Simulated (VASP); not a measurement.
Input of a VASP 6.6.1 run:

File POSCAR:

```
Rh
1.0
    2.7126497715      0.0000000000      0.0000000000
   -1.3563248858      2.3492236138      0.0000000000
    0.0000000000      0.0000000000      4.3987667018
Rh
2
Direct
    0.3333333333      0.6666666667      0.2500000000
    0.6666666667      0.3333333333      0.7500000000
```

Contents of INCAR.step1:

```
PREC = Accurate ; ENCUT = 520
ISMEAR = -1 ; SIGMA = 0.05
LREAL = False ; LASPH = True
NELM = 80 ; NBANDS = 22
GGA = PE ; ALGO = Normal
EDIFF = 1E-4 ; LWAVE = True
LCHARG = False
```

The input INCAR.step2:

```
PREC = Accurate ; ENCUT = 520
EDIFF = 1E-6 ; ISMEAR = -1
SIGMA = 0.05 ; LREAL = False
LASPH = True ; NELM = 80
ALGO = Normal ; ISIF = 2
LWAVE = False ; LCHARG = True
METAGGA = R2SCAN ; LMIXTAU = True
LELF = True ; LVHAR = True
NBANDS = 22 ; ISTART = 1
```

The input KPOINTS:

```
regular mesh
0
Gamma
  11 11 6
```

Potentials or basis: VASP PAW PBE potentials, release 64 (Rh_pv).

Run with:

```console
$ cat potpaw_PBE.64/Rh_pv/POTCAR > POTCAR
$ cp INCAR.step1 INCAR
$ mpirun -np 1 vasp_std > vasp.out
$ cp INCAR.step2 INCAR
$ mpirun -np 1 vasp_std > vasp.out
```

Question: What does it give for the pressure?

Answer: -3.7 GPa.

Question: What does it give for the band gap on the k mesh?

Answer: Zero (band 15 reaches 12.09 eV, above the bottom of band 16 at 9.73 eV).

Stress tensor (GPa, compression positive):
```
-3.24  0.00  0.00
 0.00 -3.24  0.00
 0.00  0.00 -4.60
```

Caveat: the PAW data sets were made with another functional, which shifts forces and pressure a little.
